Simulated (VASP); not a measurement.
# Ir4Rh (R-3m) in VASP: single point with PBE

Aim: the single point of Ir4Rh with PBE.

All numbers are computed with VASP 6.6.1; they aren't measurements. Logs are shortened: lines on timing, memory, paths and dates and some standing lists are left out, and cuts for length are marked.

## 1. The cell of the first run

The structure is trigonal, space group R-3m (No. 166). The conventional cell has a = 2.731 Å, b = 2.731 Å, c = 33.448 Å, α = 90.00°, β = 90.00°, γ = 120.00°. Ir (site symmetry 3m) has 3 Rh at 2.73 Å and 9 Ir at 2.73 Å within 3.6 Å. Ir (site symmetry 3m) has 12 Ir at 2.73 to 2.74 Å within 3.6 Å. Rh (site symmetry -3m) has 6 Ir at 2.73 Å and 6 Rh at 2.73 Å within 3.6 Å.

## 2. Single point, PBE

File INCAR:

```
ALGO     = Normal         # electronic algorithm
EDIFF    = 1E-6           # SCF threshold, eV
ENCUT    = 520            # plane-wave cutoff, eV
GGA      = PE             # functional
ISIF     = 2              # what is computed and relaxed
ISMEAR   = 0              # smearing method
LASPH    = True           # aspherical terms in the spheres
LCHARG   = False          # write CHGCAR
LREAL    = False          # projectors in reciprocal space
LWAVE    = False          # write WAVECAR
NBANDS   = 34             # bands
NELM     = 100            # most SCF steps
PREC     = Accurate       # precision mode
SIGMA    = 0.1            # smearing width, eV
```

File KPOINTS:

```
k-points
0
Gamma
  6 6 6
```

File POSCAR:

```
Ir4Rh
1.0
    1.3655130000      0.7883793000     11.1492617000
   -1.3655130000      0.7883793000     11.1492617000
    0.0000000000     -1.5767586000     11.1492617000
Ir Rh
4 1
Direct
    0.1000980000      0.1000980000      0.1000980000
    0.7001270000      0.7001270000      0.7001270000
    0.2998730000      0.2998730000      0.2998730000
    0.8999020000      0.8999020000      0.8999020000
    0.5000000000      0.5000000000      0.5000000000
```

Potentials or basis: VASP PAW PBE potentials, release 64 (Ir, Rh_pv).

Run with:

```bash
> cat potpaw_PBE.64/Ir/POTCAR potpaw_PBE.64/Rh_pv/POTCAR > POTCAR
> mpirun -np 1 vasp_std > vasp.out
```

OUTCAR:

```text
EDIFF = 1E-6
   ENCUT = 520
   GGA = PE
   ISIF = 2
   ISMEAR = 0
   LASPH = True
   LREAL = False
   NELM = 100
   PREC = Accurate

 ion  position               nearest neighbor table
   1  0.100  0.100  0.100-   5 2.73   5 2.73   5 2.73   2 2.73   2 2.73   2 2.73
   2  0.700  0.700  0.700-   1 2.73   1 2.73   1 2.73   3 2.74   3 2.74   3 2.74
   3  0.300  0.300  0.300-   4 2.73   4 2.73   4 2.73   2 2.74   2 2.74   2 2.74
   4  0.900  0.900  0.900-   5 2.73   5 2.73   5 2.73   3 2.73   3 2.73   3 2.73
   5  0.500  0.500  0.500-   1 2.73   1 2.73   4 2.73   4 2.73   1 2.73   4 2.73

  LATTYP: Found a trigonal (rhomboedric) cell.
 ALAT       =    11.2602044444
 COS(alpha) =     0.9705876907

  Lattice vectors:

 A1 = (   1.3655130000,   0.7883793000,  11.1492617000)
 A2 = (  -1.3655130000,   0.7883793000,  11.1492617000)
 A3 = (   0.0000000000,  -1.5767586000,  11.1492617000)

Analysis of symmetry for initial positions (statically):
=====================================================================
 Subroutine PRICEL returns:
 Original cell was already a primitive cell.

 Routine SETGRP: Setting up the symmetry group for a
 trigonal (rhombohedral) supercell.

 Subroutine GETGRP returns: Found 12 space group operations
 (whereof 12 operations were pure point group operations)
 out of a pool of 12 trial point group operations.

The static configuration has the point symmetry D_3d.

Analysis of symmetry for dynamics (positions and initial velocities):
=====================================================================
 Subroutine PRICEL returns:
 Original cell was already a primitive cell.

 Routine SETGRP: Setting up the symmetry group for a
 trigonal (rhombohedral) supercell.

 Subroutine GETGRP returns: Found 12 space group operations
 (whereof 12 operations were pure point group operations)
 out of a pool of 12 trial point group operations.

The dynamic configuration has the point symmetry D_3d.

 Subroutine INISYM returns: Found 12 space group operations
 (whereof 12 operations are pure point group operations),
 and found     1 'primitive' translations

----------------------------------------------------------------------------------------

                                     Primitive cell

  volume of cell :      72.0159

[... 87 lines left out ...]
   ICHARG =      2    charge: 1-file 2-atom 10-const
   ISPIN  =      1    spin polarized calculation?
   LNONCOLLINEAR =      F non collinear calculations
   LSORBIT =      F    spin-orbit coupling
   LASPH  =      T    aspherical Exc in radial PAW
   ENCUT  =  520.0 eV  38.22 Ry    6.18 a.u.  20.94 20.94 20.94*2*pi/ulx,y,z
   NELM   =    100;   NELMIN=  2; NELMDL= -5     # of ELM steps
   EDIFF  = 0.1E-05   stopping-criterion for ELM
   LREAL  =      F    real-space projection
   EDIFFG = 0.1E-04   stopping-criterion for IOM
   NSW    =      0    number of steps for IOM
   IBRION =     -1    ionic relax: 0-MD 1-quasi-New 2-CG
   NFREE  =      0    steps in history (QN), initial steepest desc. (CG)
   ISIF   =      2    stress and relaxation
   ISYM   =      2    0-nonsym 1-usesym 2-fastsym
   POTIM  = 0.5000    time-step for ionic-motion
   TEBEG  =    0.0;   TEEND  =   0.0 temperature during run
   PSTRESS=    0.0 pullay stress
   NELECT =      51.0000    total number of electrons
   NUPDOWN=      -1.0000    fix difference up-down
   EMIN   =  10.00;   EMAX   =-10.00  energy-range for DOS
   EFERMI =   0.00;   METHOD = LEGACY
   ISMEAR =     0;   SIGMA  =   0.10  broadening in eV -4-tet -1-fermi 0-gaus
   EFERMI_NEDOS =   21; number of points for ismear=-14 and -15
   IALGO  =     38    algorithm
   IMIX   =      4    mixing-type and parameters
     AMIX     =   0.40;   BMIX     =  1.00
     AMIX_MAG =   1.60;   BMIX_MAG =  1.00
  volume/ion in A,a.u.               =      14.40        97.20
  Fermi-wavevector in a.u.,A,eV,Ry     =   1.459224  2.757534 28.971373  2.129336
  Thomas-Fermi vector in A             =   2.575817
   LORBIT       =      0    0 simple, 1 ext, 2 COOP (PROOUT), +10 PAW based schemes
   GGA     = PE    functional components
   LHFCALC =     F    Hartree Fock is set to
   AEXX    =    0.0000 exact exchange contribution
   IVDW    =     0    specifies the selected vdW correction
   LEPSILON=     F    determine dielectric tensor
   LRPA    =     F    only Hartree local field effects (RPA)
 non-spin polarized calculation
 Gauss-broadening in eV      SIGMA  =   0.10
  energy-cutoff  :      520.00
  volume of cell :       72.02
 maximum number of plane-waves:      1955
   NGX = 41   NGY = 41   NGZ = 41

 number of electron      50.9999997 magnetization

 Free energy of the ion-electron system (eV)
  ---------------------------------------------------
  ext. energy  EPLUGINS =         0.00000000
  ---------------------------------------------------
  free energy    TOTEN  =       -42.61215450 eV

  energy without entropy =      -42.58969529  energy(sigma->0) =      -42.60092489

 E-fermi :  10.0909     XC(G=0): -13.8582

 val. band max:       10.0871545043   @ k =  -0.3333   0.1667   0.1667
 cond. band min:      10.1074506019   @ k =  -0.3333   0.3333   0.3333
 fundamental gap:      0.0202960976
 Fermi energy:        10.0908923385

 k-point     1 :       0.0000    0.0000    0.0000
  band No.  band energies     occupation
      1     -36.6259      2.00000
      2     -36.2244      2.00000
      3     -36.2244      2.00000
      4      -0.2875      2.00000
      5       1.0421      2.00000
      6       1.7296      2.00000
[... 877 lines left out ...]
     33      17.2053      0.00000
     34      17.4930      0.00000

 [... further k-points ...]
[... 5 lines left out ...]
  --------------------------------------------------------------------------------------
  -------------------------------------------------------------------------------------
  Total        0.9480134      0.9480134     -1.1315251      0.0000000      0.0000000      0.0000000
  in kB       21.0909755     21.0909756    -25.1736607      0.0000000      0.0000000      0.0000000
  external PRESSURE =       5.6694301 kB  Pullay stress =       0.0000000 kB

 VOLUME and BASIS-vectors are now :
 -----------------------------------------------------------------------------
  energy-cutoff  :      520.00
  volume of cell :       72.02
      direct lattice vectors                 reciprocal lattice vectors
     1.365513000  0.788379300 11.149261700     0.366162753  0.211404164  0.029897346
    -1.365513000  0.788379300 11.149261700    -0.366162753  0.211404164  0.029897346
     0.000000000 -1.576758600 11.149261700     0.000000000 -0.422808328  0.029897346

 POSITION                                       TOTAL-FORCE (eV/Angst)
 -----------------------------------------------------------------------------------
      0.00000      0.00000      3.34806         0.000000      0.000000     -0.027271
      0.00000      0.00000     23.41770         0.000000     -0.000000      0.054567
      0.00000      0.00000     10.03009         0.000000      0.000000     -0.054567
      0.00000      0.00000     30.09973         0.000000     -0.000000      0.027271
      0.00000      0.00000     16.72389        -0.000000     -0.000000     -0.000000
 -----------------------------------------------------------------------------------
    total drift:                                0.000000      0.000000      0.000000

  FREE ENERGIE OF THE ION-ELECTRON SYSTEM (eV)
  ---------------------------------------------------
  free  energy   TOTEN  =       -42.6121545019 eV

  energy  without entropy=      -42.5896952879  energy(sigma->0) =      -42.60092489
```

stdout:

```text
POSCAR found type information on POSCAR IrRh
 POSCAR found :  2 types and       5 ions
 scaLAPACK will be used
 LDA part: xc-table for (Slater+PW92), standard interpolation
 POSCAR, INCAR and KPOINTS ok, starting setup
 FFT: planning ... GRIDC
 FFT: planning ... GRID_SOFT
 FFT: planning ... GRID
 WAVECAR not read
 entering main loop
```

Run time: 31 min. Hardware: 1 thread of Intel Xeon 6975P-C, shared host; peak memory 1.1 GiB.

What came out:

| Property | Result |
| --- | --- |
| Free energy | -42.6122 eV |
| Pressure | 0.6 GPa |
| Largest force | 0.055 eV/Å |

Forces on the atoms (eV/Å):
```
Ir   0.000  0.000 -0.027
Ir   0.000  0.000  0.055
Ir   0.000  0.000 -0.055
Ir   0.000  0.000  0.027
Rh   0.000  0.000  0.000
```

Caveat: the k points lie up to 0.44 Å⁻¹ apart; spin-orbit coupling is left out, which moves the levels of the heavy elements.
